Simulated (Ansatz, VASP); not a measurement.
## One calculation of CsIn, two programs

```
Cs In
1.0
     4.10089    0.00000    0.00000
    -2.05045    3.55148    0.00000
     0.00000    0.00000   13.80447
Cs In
2 2
Direct
  0.33333 0.66667 0.05394
  0.66667 0.33333 0.55394
  0.33333 0.66667 0.32816
  0.66667 0.33333 0.82816
```

Alike in both runs: functional PBE; k mesh 12 × 12 × 4; occupations gaussian, width 0.1 eV; no spin polarisation.

Ansatz relaxed the structure, and its values are those at the end. VASP's run is a single point on that final structure, the one shown.

|  | VASP | Ansatz |
| --- | --- | --- |
| version | VASP 6.6.1 | Ansatz 0.2.0 |
| potentials or method | VASP PAW PBE potentials, release 64 (Cs_sv, In_d), cutoff 520 eV | scalar-relativistic, plane waves, PAW |
| valence electrons in the cell | 44 | 44 |

```csv
,VASP,Ansatz,Ansatz less VASP
gap on the k mesh at the Fermi level (eV),none,none,-
pressure (GPa),0.0,0.0,-0.01
```

A gap of «none» marks a metal or a gap that the smearing closes.

Neither program's run includes spin-orbit coupling.
